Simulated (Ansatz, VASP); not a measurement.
# CoO: VASP beside Ansatz

The input INCAR:

```
SYSTEM = CoO
PREC = Accurate ; ENCUT = 600
EDIFF = 1E-6 ; ISMEAR = -1
SIGMA = 0.05 ; LREAL = .False.
LASPH = .True. ; NELM = 200
ALGO = Normal ; ISIF = 2
LWAVE = .False. ; LCHARG = .True.
ISPIN = 2 ; MAGMOM = 2 0
LORBIT = 11 ; LMAXMIX = 4
GGA = PS ; LELF = .True.
LVHAR = .True. ; NBANDS = 18
GGA_COMPAT = .False.
```

Contents of KPOINTS:

```
Automatic mesh
0
Gamma
  16 16 16
  0 0 0
```

Contents of POSCAR:

```
CoO
1.0
    0.0000000000      2.1741300000      2.1315000000
    2.1741300000      0.0000000000      2.1315000000
    2.1741300000      2.1741300000      0.0000000000
Co O
1 1
Direct
    0.0000000000      0.0000000000      0.0000000000
    0.5000000000      0.5000000000      0.5000000000
```

Input for Ansatz:

```yaml
crystal:
  lattice:
    - [0.0, 2.17413, 2.1315]
    - [2.17413, 0.0, 2.1315]
    - [2.17413, 2.17413, 0.0]
  atoms:
    - { symbol: Co, position: [0.0, 0.0, 0.0], spin: 2.0 }
    - { symbol: O, position: [0.5, 0.5, 0.5] }
magnetization:
  spin_polarized: true
kpoints:
  mp_grid: { grid: [16, 16, 16] }
  band_path:
    path:
      - [0.0, 0.0, 0.0]
      - [0.0, 0.5, 0.5]
      - [0.25, 0.75, 0.5]
      - [0.0, 0.5, 0.0]
      - [0.0, 0.0, 0.0]
      - [0.5, 0.5, 0.0]
      - [0.38005, 0.61995, 0.0]
      - [-0.38005, 0.38005, 0.0]
      - [0.0, 0.0, 0.0]
    npoints: 5
scf:
  occupations: { method: fermi_dirac, width: 0.05 }
hamiltonian:
  xc: pbesol
  pseudopotentials: { kind: all_electron, lapw: { basis_error: 0.0005 } }
output:
  forces: true
  stress: true
  eigenvalues: true
```

Change from the starting cell: equal xx and yy strain of +2 %.

Alike in both runs: task single point; functional PBEsol; k mesh 16 × 16 × 16; occupations fermi-dirac, width 0.05 eV; collinear spin.

|  | VASP | Ansatz |
| --- | --- | --- |
| version | VASP 6.6.1 | Ansatz 0.2.0 |
| potentials or method | VASP PAW PBE potentials, release 64 (Co, O), cutoff 600 eV | all-electron LAPW, scalar-relativistic |

|  | VASP | Ansatz | Ansatz less VASP |
| --- | --- | --- | --- |
| pressure (GPa) | -16.8 | -16.4 | +0.45 |
| traceless stress, the component that is largest in VASP (GPa) | 0.07 | 0.02 | -0.060 |
| net moment per atom (μB) | 1.49 | 1.49 | +0.003 |
| size of the moment on the site where the two differ most (μB) | 2.60 | 2.62 | +0.023 |

VASP's potentials were made for PBE, not for PBEsol. Site moments also hang on the region over which each program counts them. Ansatz ran all-electron here, and VASP with PAW potentials.
